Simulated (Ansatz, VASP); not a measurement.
# LaNb4O in VASP and in Ansatz

File INCAR:

```
SYSTEM = LaNb4O
ALGO = Normal
EDIFF = 1E-6
EDIFFG = -0.01
ENCUT = 600
GGA = PE
IBRION = 2
ISIF = 3
ISMEAR = 0
LASPH = .TRUE.
LCHARG = .FALSE.
LREAL = .FALSE.
LWAVE = .FALSE.
NELM = 80
NSW = 100
PREC = Accurate
SIGMA = 0.1
```

KPOINTS

```
k-points
0
G
  8 8 8
  0 0 0
```

The input POSCAR:

```
LaNb4O
1.0
    0.0000000000      3.9733561398      3.9733561398
    3.9733561398      0.0000000000      3.9733561398
    3.9733561398      3.9733561398      0.0000000000
La Nb O
1 4 1
Direct
    0.2500000000      0.2500000000      0.2500000000
    0.6207260129      0.6207260129      0.6207260129
    0.6207260129      0.6207260129      0.1378219612
    0.6207260129      0.1378219612      0.6207260129
    0.1378219612      0.6207260129      0.6207260129
    0.0000000000      0.0000000000      0.0000000000
```

Input for Ansatz:

```yaml
crystal:
  lattice:
    - [0.0, 3.9733561398, 3.9733561398]
    - [3.9733561398, 0.0, 3.9733561398]
    - [3.9733561398, 3.9733561398, 0.0]
  atoms:
    - { symbol: La, position: [0.25, 0.25, 0.25] }
    - { symbol: Nb, position: [0.6207260129, 0.6207260129, 0.6207260129] }
    - { symbol: Nb, position: [0.6207260129, 0.6207260129, 0.1378219612] }
    - { symbol: Nb, position: [0.6207260129, 0.1378219612, 0.6207260129] }
    - { symbol: Nb, position: [0.1378219612, 0.6207260129, 0.6207260129] }
    - { symbol: O, position: [0.0, 0.0, 0.0] }
basis:
  ecutwfc: 420
kpoints:
  mp_grid: { grid: [8, 8, 8] }
hamiltonian:
  xc: pbe
scf:
  occupations: { method: gaussian, width: 0.1 }
output:
  forces: true
  stress: true
  eigenvalues: true
relax:
  adjacent_minimum: "off"
  f_tol: 0.01
  max_steps: 80
  cell: { stress_tol: 0.05 }
```

Change from the starting cell: species swapped into the TmInCu4 type (F-43m, No. 216).

Alike in both runs: task relaxation of cell and atoms; functional PBE; k mesh 8 × 8 × 8; occupations gaussian, width 0.1 eV; no spin polarisation.

|  | VASP | Ansatz |
| --- | --- | --- |
| version | VASP 6.6.1 | Ansatz 0.2.0 |
| potentials or method | VASP PAW PBE potentials, release 64 (La, Nb_sv, O), cutoff 600 eV | scalar-relativistic, plane waves, PAW |
| valence electrons in the cell | 69 | 69 |

Ansatz gave:

| Quantity | Value |
| --- | --- |
| gap on the k mesh at the Fermi level, each at its own relaxed structure (eV) | none |
| relaxed volume (Å³/atom) | 20.83 |
| relaxed cell length with the largest relative difference (Å) | 5.612 |

Task: What did VASP give for the same quantities?

Result: gap on the k mesh at the Fermi level, each at its own relaxed structure (eV): none; relaxed volume (Å³/atom): 20.81; relaxed cell length with the largest relative difference (Å): 5.610.

A gap of «none» marks a metal or a gap that the smearing closes.

Spin-orbit coupling is off throughout.
